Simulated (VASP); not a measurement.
Write the native input for VASP 6.6.1 that does the following.

```
Task                   : single point
Functional             : PBE
Potentials or basis    : VASP PAW PBE potentials, release 64 (C, O, H)
Cutoff                 : 520 eV
k mesh                 : 1 × 1 × 1
Occupations            : fermi-dirac, width 0.02 eV
Spin                   : no spin polarisation
Dipole correction      : no
Further INCAR settings : LREAL = Auto; ALGO = Normal; EDIFF = 1e-06; NBANDS = 64
```

The structure of H6C2O lies in POSCAR:

```
H6C2O
1.0
    7.2936330000      0.0000000000      0.0000000000
    0.0000000000      7.2936330000      0.0000000000
    0.0000000000      0.0000000000      7.2936330000
C O H
8 4 24
Direct
    0.5556627267      0.8626976433      0.3381853735
    0.3496611360      0.7544662584      0.3610409243
    0.8209900334      0.3942342588      0.5298456887
    0.6470026666      0.3210334274      0.5786005410
    0.9533657644      0.8545809749      0.8561439820
    0.7631999033      0.8140113439      0.9079151638
    0.2228793250      0.1776618045      0.1985156094
    0.0801246786      0.3201833709      0.1521189783
    0.3222262486      0.6074476190      0.4721926645
    0.6036909178      0.3179622556      0.7640362492
    0.7327075547      0.6435064665      0.9835701906
   -0.1091362837      0.2611318667      0.0963854364
    0.2109511131      0.5344798676      0.4664067962
    0.2625851890      0.8712530504      0.3781380281
    0.3704738091      0.7147878156      0.2208364474
    0.4796786457      0.9677207504      0.2695638785
    0.5887600871      0.9177730769      0.4923060977
    0.6265464687      0.7492013925      0.2946816765
    0.4959256930      0.2435823135      0.7885644918
    0.5473266889      0.4003491813      0.5052351825
    0.6341558452      0.1827621434      0.5130365073
    0.8630129868      0.3715980774      0.3885306541
    0.8115297274      0.5489582489      0.5652190068
    0.9345822583      0.3611780302      0.6239962992
    0.7243029640      0.5068530320      0.8873081495
    0.7016119402      0.8796850623      1.0206162005
    0.6833905682      0.8233482546      0.7944600448
    0.9895891389      0.9948265837      0.7772395458
    1.0254286170      0.8046470120      0.9872720495
    1.0153513345      0.7478166231      0.7762798046
   -0.1528730607      0.3984571201      0.0533341889
    0.0556786995      0.3861998540      0.3011393636
    0.1511455265      0.4228619674      0.0497420147
    0.3328930863      0.2388384499      0.2561137913
    0.1482525924      0.0949595353      0.3027709236
    0.2446380288      0.1160601308      0.0541705348
```

The input as run:

INCAR

```
SYSTEM = H6C2O
PREC = Accurate
ENCUT = 520
EDIFF = 1E-6
ISMEAR = -1
SIGMA = 0.02
LREAL = Auto
LASPH = .TRUE.
NELM = 100
ALGO = Normal
ISIF = 2
LWAVE = .FALSE.
LCHARG = .FALSE.
GGA = PE
NBANDS = 64
```

KPOINTS

```
Automatic mesh
0
G
  1 1 1
  0 0 0
```

Potentials or basis: VASP PAW PBE potentials, release 64 (C, O, H).

Launch:

```bash
$ cat potpaw_PBE.64/C/POTCAR potpaw_PBE.64/O/POTCAR potpaw_PBE.64/H/POTCAR > POTCAR
$ mpirun -np 1 vasp_gam > vasp.out
```

It gave:

| Property | Result |
| --- | --- |
| Pressure | 1.2 GPa |
| Largest force | 7.484 eV/Å |
| Band gap on the k mesh | 4.31 eV |

Caveat: the k points lie up to 0.86 Å⁻¹ apart, too coarse for converged energies, forces and pressures.

Wall time 91 s on 1 thread of Intel Xeon 8259CL, on a shared host, peak memory 0.35 GiB.
